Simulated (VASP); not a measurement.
# GdN (Fm-3m) in VASP: further runs

Aim: see how the results for GdN move with the level of theory and the settings. Levels: r2SCAN, r2SCAN+D3(BJ). Tasks: single point.

Everything below comes from runs of VASP 6.6.1. Logs are shortened: lines on timing, memory, paths and dates and some standing lists are left out, and cuts for length are marked.

## 1. The cell of the first run

Symmetry: Fm-3m, No. 225, cubic system. Conventional cell: a = 4.973 Å, b = 4.973 Å, c = 4.973 Å, α = 90.00°, β = 90.00°, γ = 90.00°. Gd (site symmetry m-3m) has 6 N at 2.49 Å within 3.3 Å. Within 3.3 Å of N (site symmetry m-3m) lie 6 Gd at 2.49 Å.

## 2. Single point, r2SCAN, collinear spin, ferromagnetic start

Input file POSCAR:

```
GdN
1.0
    0.0000000000      2.4865533676      2.4865533676
    2.4865533676      0.0000000000      2.4865533676
    2.4865533676      2.4865533676      0.0000000000
Gd N
1 1
Direct
    0.5000000000      0.5000000000      0.5000000000
    0.0000000000      0.0000000000      0.0000000000
```

Input file INCAR.step1:

```
SYSTEM = GdN
  ALGO = Normal
  EDIFF = 1E-4
  ENCUT = 520
  GGA = PE
  ISMEAR = 0
  ISPIN = 2
  LASPH = .True.
  LCHARG = .False.
  LMAXMIX = 6
  LREAL = .False.
  LWAVE = .True.
  MAGMOM = 7 0
  NBANDS = 22
  NELM = 150
  PREC = Accurate
  SIGMA = 0.05
```

Input file INCAR.step2:

```
SYSTEM = GdN
  ALGO = Normal
  EDIFF = 1E-7
  ENCUT = 520
  ISIF = 2
  ISMEAR = 0
  ISPIN = 2
  ISTART = 1
  LASPH = .True.
  LCHARG = .True.
  LELF = .True.
  LMAXMIX = 6
  LMIXTAU = .True.
  LORBIT = 11
  LREAL = .False.
  LVHAR = .True.
  LWAVE = .False.
  MAGMOM = 7 0
  METAGGA = R2SCAN
  NBANDS = 22
  NELM = 150
  PREC = Accurate
  SIGMA = 0.05
```

Input file KPOINTS:

```
k-points
0
Gamma
  12 12 12
  0 0 0
```

Potentials or basis: VASP PAW PBE potentials, release 64 (Gd, N).

The run is started by

```console
cat potpaw_PBE.64/Gd/POTCAR potpaw_PBE.64/N/POTCAR > POTCAR
cp INCAR.step1 INCAR
mpirun -np 1 vasp_std > vasp.out
cp INCAR.step2 INCAR
mpirun -np 1 vasp_std > vasp.out
```

OUTCAR:

```text
SYSTEM = GdN
   EDIFF = 1E-7
   ENCUT = 520
   ISIF = 2
   ISMEAR = 0
   ISPIN = 2
   ISTART = 1
   LASPH = .True.
   LORBIT = 11
   LREAL = .False.
   METAGGA = R2SCAN
   NELM = 150
   PREC = Accurate

 ion  position               nearest neighbor table
   1  0.500  0.500  0.500-   2 2.49   2 2.49   2 2.49   2 2.49   2 2.49   2 2.49
   2  0.000  0.000  0.000-   1 2.49   1 2.49   1 2.49   1 2.49   1 2.49   1 2.49

  LATTYP: Found a face centered cubic cell.
 ALAT       =     4.9731067352

  Lattice vectors:

 A1 = (   0.0000000000,   2.4865533676,   2.4865533676)
 A2 = (   2.4865533676,   0.0000000000,   2.4865533676)
 A3 = (   2.4865533676,   2.4865533676,   0.0000000000)

Analysis of symmetry for initial positions (statically):
=====================================================================
 Subroutine PRICEL returns:
 Original cell was already a primitive cell.

 Routine SETGRP: Setting up the symmetry group for a
 face centered cubic supercell.

 Subroutine GETGRP returns: Found 48 space group operations
 (whereof 48 operations were pure point group operations)
 out of a pool of 48 trial point group operations.

The static configuration has the point symmetry O_h .

Analysis of symmetry for dynamics (positions and initial velocities):
=====================================================================
 Subroutine PRICEL returns:
 Original cell was already a primitive cell.

 Routine SETGRP: Setting up the symmetry group for a
 face centered cubic supercell.

 Subroutine GETGRP returns: Found 48 space group operations
 (whereof 48 operations were pure point group operations)
 out of a pool of 48 trial point group operations.

The dynamic configuration has the point symmetry O_h .

Analysis of structural, dynamic, and magnetic symmetry:
=====================================================================
 Subroutine PRICEL returns:
 Original cell was already a primitive cell.

 Routine SETGRP: Setting up the symmetry group for a
 face centered cubic supercell.

 Subroutine GETGRP returns: Found 48 space group operations
 (whereof 48 operations were pure point group operations)
 out of a pool of 48 trial point group operations.

The overall configuration has the point symmetry O_h .

 Subroutine INISYM returns: Found 48 space group operations
 (whereof 48 operations are pure point group operations),
 and found     1 'primitive' translations

[... 117 lines left out ...]
  Thomas-Fermi vector in A             =   2.599414
   LORBIT       =     11    0 simple, 1 ext, 2 COOP (PROOUT), +10 PAW based schemes
   METAGGA = R2SCAN    functional components
   LHFCALC =     F    Hartree Fock is set to
   AEXX    =    0.0000 exact exchange contribution
   IVDW    =     0    specifies the selected vdW correction
   LEPSILON=     F    determine dielectric tensor
   LRPA    =     F    only Hartree local field effects (RPA)
 spin polarized calculation
 Gauss-broadening in eV      SIGMA  =   0.05
  energy-cutoff  :      520.00
  volume of cell :       30.75
 maximum number of plane-waves:       869
 NGX is ok and might be reduce to    28
   NGX = 13   NGY = 13   NGZ = 13

 number of electron      23.0000006 magnetization       7.0000010

 Free energy of the ion-electron system (eV)
  ---------------------------------------------------
  ext. energy  EPLUGINS =         0.00000000
  ---------------------------------------------------
  free energy    TOTEN  =       -53.85640534 eV

  energy without entropy =      -53.85630678  energy(sigma->0) =      -53.85635606

 E-fermi :   3.8993     XC(G=0): -12.2887

 val. band max:        3.8992340352   @ k =   0.0833   0.0833   0.0000
 cond. band min:       4.1004750581   @ k =   0.0000   0.0000   0.0000
 fundamental gap:      0.2012410229
 Fermi energy:         3.8992946799

 spin component 1

 k-point     1 :       0.0000    0.0000    0.0000
  band No.  band energies     occupation
      1     -41.5599      1.00000
      2     -17.8717      1.00000
      3     -17.8716      1.00000
      4     -17.8716      1.00000
      5      -9.9845      1.00000
      6      -0.2066      1.00000
[... 589 lines left out ...]
     21      14.5450      0.00000
     22      16.9026      0.00000

 [... further k-points ...]

 spin component 2

 k-point     1 :       0.0000    0.0000    0.0000
  band No.  band energies     occupation
      1     -37.8607      1.00000
      2     -15.2547      1.00000
      3     -15.2547      1.00000
      4     -15.2547      1.00000
      5     -10.0254      1.00000
      6       3.0199      1.00000
[... 589 lines left out ...]
     21      15.8929      0.00000
     22      18.0993      0.00000

 [... further k-points ...]

------------------------ aborting loop because EDIFF is reached ----------------------------------------

  FORCE on cell =-STRESS in cart. coord.  units (eV):
  Direction    XX          YY          ZZ          XY          YZ          ZX
  --------------------------------------------------------------------------------------
  -------------------------------------------------------------------------------------
  Total        0.0050700      0.0050700      0.0050700      0.0000000     -0.0000000      0.0000000
  in kB        0.2641795      0.2641795      0.2641795      0.0000000     -0.0000000      0.0000000
  external PRESSURE =       0.2641795 kB  Pullay stress =       0.0000000 kB

 VOLUME and BASIS-vectors are now :
 -----------------------------------------------------------------------------
  energy-cutoff  :      520.00
  volume of cell :       30.75
      direct lattice vectors                 reciprocal lattice vectors
     0.000000000  2.486553368  2.486553368    -0.201081548  0.201081548  0.201081548
     2.486553368  0.000000000  2.486553368     0.201081548 -0.201081548  0.201081548
     2.486553368  2.486553368  0.000000000     0.201081548  0.201081548 -0.201081548

 POSITION                                       TOTAL-FORCE (eV/Angst)
 -----------------------------------------------------------------------------------
      2.48655      2.48655      2.48655        -0.000000      0.000000      0.000000
      0.00000      0.00000      0.00000         0.000000     -0.000000      0.000000
 -----------------------------------------------------------------------------------
    total drift:                                0.000000      0.000000      0.000000

  FREE ENERGIE OF THE ION-ELECTRON SYSTEM (eV)
  ---------------------------------------------------
  free  energy   TOTEN  =       -53.8564053401 eV

  energy  without entropy=      -53.8563067774  energy(sigma->0) =      -53.85635606

 total charge

# of ion       s       p       d       f       tot
--------------------------------------------------
    1        2.039   5.694   0.519   6.985  15.237
    2        1.254   2.421   0.000   0.000   3.675
--------------------------------------------------
tot          3.293   8.114   0.519   6.985  18.911

 magnetization (x)

# of ion       s       p       d       f       tot
--------------------------------------------------
    1       -0.011  -0.130   0.086   6.846   6.791
    2       -0.011  -0.110   0.000   0.000  -0.121
--------------------------------------------------
tot         -0.022  -0.240   0.086   6.846   6.670
```

Wall time 5.4 min (1 thread of Intel Xeon 6975P-C (Granite Rapids), shared host); peak memory 0.26 GiB.

Results:

| Property | Result |
| --- | --- |
| Free energy | -53.8564 eV |
| Pressure | 0.0 GPa |
| Band gap on the k mesh | zero (filled and empty bands overlap) |
| Net moment | 7.00 μB per cell |
| Site moments | Gd +6.79; N -0.12 μB |
| Valence electrons inside the program's atomic spheres | Gd 15.24; N 3.67 |

Caveat: the PAW data sets were made with another functional, which shifts forces and pressure a little; spin-orbit coupling is left out, which moves the levels of the heavy elements; a cell with one magnetic atom can't hold antiferromagnetic order, which such compounds often take; semilocal functionals describe open f shells poorly, which spoils levels, moments and volumes. With open d or f shells a metallic result of r2SCAN can be an artefact of self-interaction; +U or a hybrid may open a gap.

## 3. Single point, r2SCAN+D3(BJ), collinear spin, ferromagnetic start

POSCAR is that of step 2.

Input file INCAR.step1:

```
SYSTEM = GdN
PREC = Accurate ; ENCUT = 520
ISMEAR = 0 ; SIGMA = 0.05
LREAL = .FALSE. ; LASPH = .TRUE.
NELM = 150 ; ISPIN = 2
MAGMOM = 7 0 ; LMAXMIX = 6
NBANDS = 22 ; GGA = PE
ALGO = Normal ; EDIFF = 1E-4
LWAVE = .TRUE. ; LCHARG = .FALSE.
```

Input file INCAR.step2:

```
SYSTEM = GdN
PREC = Accurate ; ENCUT = 520
EDIFF = 1E-7 ; ISMEAR = 0
SIGMA = 0.05 ; LREAL = .FALSE.
LASPH = .TRUE. ; NELM = 150
ALGO = Normal ; ISIF = 2
LWAVE = .FALSE. ; LCHARG = .FALSE.
ISPIN = 2 ; MAGMOM = 7 0
LORBIT = 11 ; LMAXMIX = 6
METAGGA = R2SCAN ; LMIXTAU = .TRUE.
IVDW = 12 ; VDW_S6 = 1.0
VDW_S8 = 0.78981345 ; VDW_A1 = 0.49484001
VDW_A2 = 5.73083694 ; NBANDS = 22
ISTART = 1
```

Input file KPOINTS:

```
Automatic mesh
0
G
  12 12 12
  0 0 0
```

Potentials or basis: VASP PAW PBE potentials, release 64 (Gd, N).

The run is started by

```console
cat potpaw_PBE.64/Gd/POTCAR potpaw_PBE.64/N/POTCAR > POTCAR
cp INCAR.step1 INCAR
mpirun -np 1 vasp_std > vasp.out
cp INCAR.step2 INCAR
mpirun -np 1 vasp_std > vasp.out
```

OUTCAR:

```text
SYSTEM = GdN
   PREC = Accurate
   ENCUT = 520
   EDIFF = 1E-7
   ISMEAR = 0
   LREAL = .FALSE.
   LASPH = .TRUE.
   NELM = 150
   ISIF = 2
   ISPIN = 2
   LORBIT = 11
   METAGGA = R2SCAN
   IVDW = 12
   ISTART = 1
 IVDW          = 12

 ion  position               nearest neighbor table
   1  0.500  0.500  0.500-   2 2.49   2 2.49   2 2.49   2 2.49   2 2.49   2 2.49
   2  0.000  0.000  0.000-   1 2.49   1 2.49   1 2.49   1 2.49   1 2.49   1 2.49

  LATTYP: Found a face centered cubic cell.
 ALAT       =     4.9731067352

  Lattice vectors:

 A1 = (   0.0000000000,   2.4865533676,   2.4865533676)
 A2 = (   2.4865533676,   0.0000000000,   2.4865533676)
 A3 = (   2.4865533676,   2.4865533676,   0.0000000000)

Analysis of symmetry for initial positions (statically):
=====================================================================
 Subroutine PRICEL returns:
 Original cell was already a primitive cell.

 Routine SETGRP: Setting up the symmetry group for a
 face centered cubic supercell.

 Subroutine GETGRP returns: Found 48 space group operations
 (whereof 48 operations were pure point group operations)
 out of a pool of 48 trial point group operations.

The static configuration has the point symmetry O_h .

Analysis of symmetry for dynamics (positions and initial velocities):
=====================================================================
 Subroutine PRICEL returns:
 Original cell was already a primitive cell.

 Routine SETGRP: Setting up the symmetry group for a
 face centered cubic supercell.

 Subroutine GETGRP returns: Found 48 space group operations
 (whereof 48 operations were pure point group operations)
 out of a pool of 48 trial point group operations.

The dynamic configuration has the point symmetry O_h .

Analysis of structural, dynamic, and magnetic symmetry:
[... 154 lines left out ...]
  ext. energy  EPLUGINS =         0.00000000
  ---------------------------------------------------
  free energy    TOTEN  =       -53.85640534 eV

  energy without entropy =      -53.85630678  energy(sigma->0) =      -53.85635606

 E-fermi :   3.8993     XC(G=0): -12.2887

 val. band max:        3.8992340352   @ k =   0.0833   0.0833   0.0000
 cond. band min:       4.1004750581   @ k =   0.0000   0.0000   0.0000
 fundamental gap:      0.2012410229
 Fermi energy:         3.8992946799

 spin component 1

 k-point     1 :       0.0000    0.0000    0.0000
  band No.  band energies     occupation
      1     -41.5599      1.00000
      2     -17.8717      1.00000
      3     -17.8716      1.00000
      4     -17.8716      1.00000
      5      -9.9845      1.00000
      6      -0.2066      1.00000
[... 589 lines left out ...]
     21      14.5450      0.00000
     22      16.9026      0.00000

 [... further k-points ...]

 spin component 2

 k-point     1 :       0.0000    0.0000    0.0000
  band No.  band energies     occupation
      1     -37.8607      1.00000
      2     -15.2547      1.00000
      3     -15.2547      1.00000
      4     -15.2547      1.00000
      5     -10.0254      1.00000
      6       3.0199      1.00000
[... 589 lines left out ...]
     21      15.8929      0.00000
     22      18.0993      0.00000

 [... further k-points ...]

------------------------ aborting loop because EDIFF is reached ----------------------------------------

 Edisp (eV)   -0.36655

 E8    (eV) :    -0.1394

  FORCE on cell =-STRESS in cart. coord.  units (eV):
  Direction    XX          YY          ZZ          XY          YZ          ZX
  --------------------------------------------------------------------------------------
  -------------------------------------------------------------------------------------
  Total      -0.37132    -0.37132    -0.37132     0.00000    -0.00000     0.00000
  in kB     -19.34818   -19.34818   -19.34818     0.00000    -0.00000     0.00000
  external pressure =      -19.35 kB  Pullay stress =        0.00 kB

 VOLUME and BASIS-vectors are now :
 -----------------------------------------------------------------------------
  energy-cutoff  :      520.00
  volume of cell :       30.75
      direct lattice vectors                 reciprocal lattice vectors
     0.000000000  2.486553368  2.486553368    -0.201081548  0.201081548  0.201081548
     2.486553368  0.000000000  2.486553368     0.201081548 -0.201081548  0.201081548
     2.486553368  2.486553368  0.000000000     0.201081548  0.201081548 -0.201081548

 POSITION                                       TOTAL-FORCE (eV/Angst)
 -----------------------------------------------------------------------------------
      2.48655      2.48655      2.48655         0.000000     -0.000000      0.000000
      0.00000      0.00000      0.00000        -0.000000      0.000000     -0.000000
 -----------------------------------------------------------------------------------
    total drift:                                0.000000      0.000000      0.000000

  FREE ENERGIE OF THE ION-ELECTRON SYSTEM (eV)
  ---------------------------------------------------
  free  energy   TOTEN  =       -54.2229550674 eV

  energy  without entropy=      -54.2228565047  energy(sigma->0) =      -54.22290579

 total charge

# of ion       s       p       d       f       tot
--------------------------------------------------
    1        2.039   5.694   0.519   6.985  15.237
    2        1.254   2.421   0.000   0.000   3.675
--------------------------------------------------
tot          3.293   8.114   0.519   6.985  18.911

 magnetization (x)

# of ion       s       p       d       f       tot
--------------------------------------------------
    1       -0.011  -0.130   0.086   6.846   6.791
    2       -0.011  -0.110   0.000   0.000  -0.121
--------------------------------------------------
tot         -0.022  -0.240   0.086   6.846   6.670
```

OUTCAR.step1:

```text
SYSTEM = GdN
   PREC = Accurate
   ENCUT = 520
   ISMEAR = 0
   LREAL = .FALSE.
   LASPH = .TRUE.
[... 1443 lines left out ...]
      2.48655      2.48655      2.48655         0.000000      0.000000      0.000000
      0.00000      0.00000      0.00000        -0.000000     -0.000000     -0.000000
 -----------------------------------------------------------------------------------
    total drift:                                0.000000      0.000000      0.000000

  FREE ENERGIE OF THE ION-ELECTRON SYSTEM (eV)
  ---------------------------------------------------
  free  energy   TOTEN  =       -23.2156381333 eV

  energy  without entropy=      -23.2155093491  energy(sigma->0) =      -23.21557374
```

OSZICAR.step1:

```text
N       E                     dE             d eps       ncg     rms          rms(c)
DAV:   1     0.119231220306E+03    0.11923E+03   -0.80519E+03  8932   0.520E+03
DAV:   2    -0.592228920935E+01   -0.12515E+03   -0.10915E+03  8672   0.428E+02
[... 22 lines left out ...]
DAV:  25    -0.232278857358E+02   -0.48430E-02   -0.10184E-02  8732   0.302E+00    0.700E+01
DAV:  26    -0.232236335079E+02    0.42522E-02   -0.41101E-03  9226   0.291E+00    0.413E+01
DAV:  27    -0.232177694370E+02    0.58641E-02   -0.67497E-03  8802   0.409E+00    0.181E+01
DAV:  28    -0.232167884150E+02    0.98102E-03   -0.27820E-03 11064   0.145E+00    0.914E+00
DAV:  29    -0.232159214577E+02    0.86696E-03   -0.96194E-04  9472   0.997E-01    0.492E+00
DAV:  30    -0.232155411113E+02    0.38035E-03   -0.14425E-03  8400   0.156E+00    0.188E+00
DAV:  31    -0.232156381333E+02   -0.97022E-04   -0.90970E-04  9672   0.107E+00
   1 F= -.23215638E+02 E0= -.23215574E+02  d E =-.128784E-03  mag=     7.0022
```

Wall time 5.5 min (1 thread of Intel Xeon 6975P-C (Granite Rapids), shared host); peak memory 0.26 GiB.

What came out:

```yaml
Free_energy: -54.2230 eV
Pressure: -1.9 GPa
Band_gap_on_the_k_mesh: zero (filled and empty bands overlap)
Net_moment: 7.00 μB per cell
Site_moments: Gd +6.79; N -0.12 μB
Valence_electrons_inside_the_program's_atomic_spheres: Gd 15.24; N 3.67
Dispersion_energy_per_atom: -0.183 eV
```

Levels at points of the mesh, in eV from the Fermi level:
Spin up:
| k point | band 12 | band 13 | band 14 | band 15 | band 16 | band 17 | band 18 | band 19 |
| --- | --- | --- | --- | --- | --- | --- | --- | --- |
| (0.00, 0.00, 0.00) | -3.72 | 0.20 | 0.20 | 0.20 | 2.71 | 2.71 | 2.71 | 3.78 |
| (0.50, 0.00, 0.00) | -3.71 | -3.71 | -2.73 | -2.73 | 5.51 | 6.16 | 6.16 | 7.15 |
| (0.50, 0.50, 0.00) | -3.77 | -1.56 | -0.28 | -0.27 | -0.27 | 6.74 | 6.95 | 7.82 |
Spin down:
| k point | band 4 | band 5 | band 6 | band 7 | band 8 | band 9 | band 10 | band 11 | band 12 | band 13 |
| --- | --- | --- | --- | --- | --- | --- | --- | --- | --- | --- |
| (0.00, 0.00, 0.00) | -19.15 | -13.92 | -0.88 | -0.88 | -0.88 | 2.83 | 3.51 | 3.51 | 3.51 | 3.69 |
| (0.50, 0.00, 0.00) | -19.25 | -11.93 | -4.17 | -2.64 | -2.64 | 2.98 | 3.14 | 3.14 | 3.43 | 3.43 |
| (0.50, 0.50, 0.00) | -19.60 | -13.72 | -1.18 | -0.84 | -0.84 | 0.51 | 3.21 | 3.27 | 3.34 | 3.34 |

Caveat: three body term missing; the PAW data sets were made with another functional, which shifts forces and pressure a little; spin-orbit coupling is left out, which moves the levels of the heavy elements; a cell with one magnetic atom can't hold antiferromagnetic order, which such compounds often take; semilocal functionals describe open f shells poorly, which spoils levels, moments and volumes.

[end of part 1 of 2]

The gap in the log of VASP goes by the Fermi energy; the results here count the filled bands.